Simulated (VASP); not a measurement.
Input of a VASP 6.6.1 run:

File POSCAR:

```
Be
1.0
    2.1640160691      0.0000000000      0.0000000000
   -1.0820080346      1.8740928901      0.0000000000
    0.0000000000      0.0000000000      3.4307006376
Be
2
Direct
    0.3333333333      0.6666666667      0.2500000000
    0.6666666667      0.3333333333      0.7500000000
```

Contents of INCAR.step1:

```
SYSTEM = Be
ALGO = Normal
EDIFF = 1E-4
ENCUT = 520
GGA = PE
ISMEAR = 0
LASPH = .TRUE.
LCHARG = .FALSE.
LREAL = .FALSE.
LWAVE = .TRUE.
NBANDS = 9
NELM = 60
PREC = Accurate
SIGMA = 0.1
```

The input INCAR.step2:

```
SYSTEM = Be
ALGO = Normal
EDIFF = 1E-7
ENCUT = 520
ISIF = 2
ISMEAR = 0
ISTART = 1
LASPH = .TRUE.
LCHARG = .FALSE.
LMIXTAU = .TRUE.
LREAL = .FALSE.
LWAVE = .FALSE.
METAGGA = R2SCAN
NBANDS = 9
NELM = 60
PREC = Accurate
SIGMA = 0.1
```

Contents of KPOINTS:

```
k-points
0
G
  21 21 12
  0 0 0
```

Potentials or basis: VASP PAW PBE potentials, release 64 (Be).

Run with:

```sh
$ cat potpaw_PBE.64/Be/POTCAR > POTCAR
$ cp INCAR.step1 INCAR
$ mpirun -np 1 vasp_std > vasp.out
$ cp INCAR.step2 INCAR
$ mpirun -np 1 vasp_std > vasp.out
```

(1) Estimate the band gap on the k mesh.

(2) What does it give for the pressure?

## Answers

(1) zero (bands 2 and 3 overlap by 2.36 eV).

(2) 19.9 GPa.

Caveat: the cell stands under pressure; the PAW data sets were made with another functional, which shifts forces and pressure a little.
